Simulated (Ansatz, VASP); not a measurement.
**GaRe2Sb3 in VASP and in Ansatz**

File INCAR:

```
SYSTEM = GaRe2Sb3
PREC = Accurate ; ENCUT = 520
EDIFF = 1E-6 ; ISMEAR = 0
SIGMA = 0.1 ; LREAL = .FALSE.
LASPH = .TRUE. ; NELM = 100
ALGO = Normal ; ISIF = 2
LWAVE = .FALSE. ; LCHARG = .TRUE.
GGA = PE ; LELF = .TRUE.
LVHAR = .TRUE. ; NBANDS = 30
```

File KPOINTS:

```
Automatic mesh
0
G
  6 6 2
  0 0 0
```

POSCAR

```
GaRe2Sb3
1.0
    4.6386315800      0.0000000000      0.0000000000
   -2.3193157900      4.0171727900      0.0000000000
    0.0000000000      0.0000000000      8.1823133800
Ga Re Sb
1 2 3
Direct
    0.0000000000      0.0000000000      0.0000000000
    0.3333333300      0.6666666700      0.5000000000
    0.6666666700      0.3333333300      0.5000000000
    0.3333333300      0.6666666700      0.0000000000
    0.6666666700      0.3333333300      0.0000000000
    0.0000000000      0.0000000000      0.5000000000
```

Input for Ansatz:

```yaml
crystal:
  lattice:
    - [4.63863158, 0.0, 0.0]
    - [-2.31931579, 4.01717279, 0.0]
    - [0.0, 0.0, 8.18231338]
  atoms:
    - { symbol: Ga, position: [0.0, 0.0, 0.0] }
    - { symbol: Re, position: [0.33333333, 0.66666667, 0.5] }
    - { symbol: Re, position: [0.66666667, 0.33333333, 0.5] }
    - { symbol: Sb, position: [0.33333333, 0.66666667, 0.0] }
    - { symbol: Sb, position: [0.66666667, 0.33333333, 0.0] }
    - { symbol: Sb, position: [0.0, 0.0, 0.5] }
basis:
  ecutwfc: 420
kpoints:
  mp_grid: { grid: [6, 6, 2] }
hamiltonian:
  xc: pbe
scf:
  occupations: { method: gaussian, width: 0.1 }
  lower_state_search: "off"
output:
  forces: true
  stress: true
  eigenvalues: true
```

Alike in both runs: task single point; functional PBE; k mesh 6 × 6 × 2; occupations gaussian, width 0.1 eV; no spin polarisation.

|  | VASP | Ansatz |
| --- | --- | --- |
| version | VASP 6.6.1 | Ansatz 0.2.0 |
| potentials or method | VASP PAW PBE potentials, release 64 (Ga_d, Re, Sb), cutoff 520 eV | scalar-relativistic, plane waves, PAW |
| valence electrons in the cell | 42 | 88 |

|  | VASP | Ansatz | Ansatz less VASP |
| --- | --- | --- | --- |
| gap on the k mesh at the Fermi level (eV) | none | none | - |
| pressure (GPa) | 10.8 | 10.8 | -0.04 |
| traceless stress, the component that is largest in VASP (GPa) | -13.60 | -13.53 | +0.067 |

A gap of «none» marks a metal or a gap that the smearing closes. VASP's potentials hold 42 valence electrons a cell and Ansatz's 88, so a difference there can come from the potentials and not from the codes.

The k mesh is coarse, so the values compare programs but aren't converged. Neither program's run includes spin-orbit coupling.
